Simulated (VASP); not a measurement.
# Cr: single point with PBE

Crystal: Cr.

```
Cr
1.0
    -1.42422    1.42422    1.42422
     1.42422   -1.42422    1.42422
     2.84844    2.84844    0.00000
Cr
2
Direct
  0.00000 0.00000 0.00000
  0.50000 0.50000 0.50000
```

```
Program             : VASP 6.6.1
Task                : single point
Functional          : PBE
Potentials or basis : VASP PAW PBE potentials, release 64 (Cr_pv)
Cutoff              : 520 eV
k mesh              : 14 × 14 × 8
Occupations         : fermi-dirac, width 0.05 eV
Spin                : collinear spin, ferromagnetic start
Starting moments    : [2.0, 2.0] μB
```

* Pressure: -0.6 GPa
* Band gap on the k mesh: zero (filled and empty bands overlap)
* Net moment: 0.00 μB per cell
* Valence electrons inside the program's atomic spheres: Cr 11.06

Stress tensor (GPa, compression positive):
```
-0.40 -0.17  0.00
-0.17 -0.40  0.00
 0.00  0.00 -0.99
```

Levels at points of the mesh, in eV from the Fermi level:
Spin up:
| k point | band 10 | band 11 | band 12 | band 13 | band 14 | band 15 |
| --- | --- | --- | --- | --- | --- | --- |
| (0.00, 0.00, 0.00) | -0.97 | -0.96 | -0.96 | 1.06 | 1.09 | 1.09 |
| (0.50, 0.00, 0.00) | -2.44 | -1.68 | -1.68 | 0.88 | 0.88 | 1.56 |
| (0.50, 0.50, 0.00) | -2.50 | 1.06 | 1.09 | 1.43 | 2.39 | 2.39 |
| (0.00, 0.00, 0.50) | -1.79 | -1.27 | -1.27 | 0.70 | 0.70 | 0.76 |
| (0.50, 0.00, 0.50) | -2.51 | 1.06 | 1.06 | 1.09 | 1.09 | 1.43 |
| (0.50, 0.50, 0.50) | -2.84 | -0.54 | -0.54 | 0.33 | 0.33 | 2.58 |
Spin down:
```tsv
k point	band 9	band 10	band 11	band 12	band 13	band 14	band 15	band 16
(0.00, 0.00, 0.00)	-2.51	-0.97	-0.96	-0.96	1.06	1.09	1.09	1.09
(0.50, 0.00, 0.00)	-2.44	-2.44	-1.68	-1.68	0.88	0.88	1.57	1.57
(0.50, 0.50, 0.00)	-4.36	-2.50	1.06	1.09	1.43	2.39	2.39	2.39
(0.00, 0.00, 0.50)	-1.79	-1.79	-1.27	-1.27	0.70	0.70	0.76	0.76
(0.50, 0.00, 0.50)	-2.51	-2.51	1.06	1.06	1.09	1.09	1.43	1.43
(0.50, 0.50, 0.50)	-2.84	-2.84	-0.54	-0.54	0.33	0.33	2.58	2.58
```

It took 3 min on 1 thread of Intel Xeon 6975P-C, on a shared host, peak memory 0.3 GiB.

Caveat: the starting moments collapsed, and a magnetic state may lie lower.
